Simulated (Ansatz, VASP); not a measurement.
**TePb: VASP beside Ansatz**

```
CELL_PARAMETERS angstrom
0.00000 3.64149 3.64149
3.64149 0.00000 3.64149
3.64149 3.64149 0.00000
ATOMIC_POSITIONS crystal
Pb 0.00000 0.00000 0.00000
Te 0.25000 0.25000 0.25000
```

Alike in both runs: task single point; functional PBE-based global hybrid; k mesh 4 × 4 × 4; no spin polarisation.

|  | VASP | Ansatz |
| --- | --- | --- |
| version | VASP 6.6.1 | Ansatz 0.2.0 |
| potentials or method | VASP PAW PBE potentials, release 64 (Pb_d, Te) | plane waves |
| plane-wave cutoff (eV) | 520 | 420 |
| occupations | gaussian, width 0.01 eV | fixed |
| valence electrons in the cell | 20 | 30 |

```csv
,VASP,Ansatz,Ansatz less VASP
gap on the k mesh at the Fermi level (eV),0.98,0.97,-0.011
pressure (GPa),0.2,0.3,+0.09
```

VASP's potentials were made for PBE, not for PBE-based global hybrid. VASP's potentials hold 20 valence electrons a cell and Ansatz's 30, so a difference there can come from the potentials and not from the codes. Ansatz's warnings: stress exchange threshold loose, stress scf threshold loose.

Neither program's run includes spin-orbit coupling.
